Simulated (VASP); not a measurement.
Input of a VASP 6.6.1 run:

Contents of POSCAR:

```
MgO
1.0
    0.0000000000      2.1351500000      2.1351500000
    2.1351500000      0.0000000000      2.1351500000
    2.1351500000      2.1351500000      0.0000000000
Mg O
1 1
Direct
    0.0439079222     -0.0439079222      0.0439079222
    0.5000000000      0.5000000000      0.5000000000
```

INCAR.step1

```
PREC = Accurate ; ENCUT = 520
ISMEAR = 0 ; SIGMA = 0.05
LREAL = F ; LASPH = T
NELM = 100 ; NBANDS = 11
GGA = PE ; ALGO = Normal
EDIFF = 1E-4 ; LWAVE = T
LCHARG = F
```

Contents of INCAR.step2:

```
PREC = Accurate ; ENCUT = 520
EDIFF = 1E-6 ; ISMEAR = 0
SIGMA = 0.05 ; LREAL = F
LASPH = T ; NELM = 100
ALGO = Normal ; ISIF = 2
LWAVE = F ; LCHARG = F
METAGGA = R2SCAN ; LMIXTAU = T
NBANDS = 11 ; ISTART = 1
```

Contents of KPOINTS:

```
regular mesh
0
Gamma
  10 10 10
```

Potentials or basis: VASP PAW PBE potentials, release 64 (Mg, O).

Launch:

```console
$ cat potpaw_PBE.64/Mg/POTCAR potpaw_PBE.64/O/POTCAR > POTCAR
$ cp INCAR.step1 INCAR
$ mpirun -np 1 vasp_std > vasp.out
$ cp INCAR.step2 INCAR
$ mpirun -np 1 vasp_std > vasp.out
```

Problem. What does it give for the largest force?

Solution. 1.079 eV/Å.

Problem. Estimate the band gap on the k mesh.

Solution. 5.19 eV, direct.

Stress tensor (GPa, compression positive):
```
-8.76  0.00  0.00
 0.00  2.64  0.00
 0.00  0.00 -8.76
```

Caveat: the cell differs from its parent crystal (all Mg atoms moved +0.188 Å, as atom 1 along Cartesian [0 1 0]); the PAW data sets were made with another functional, which shifts forces and pressure a little.
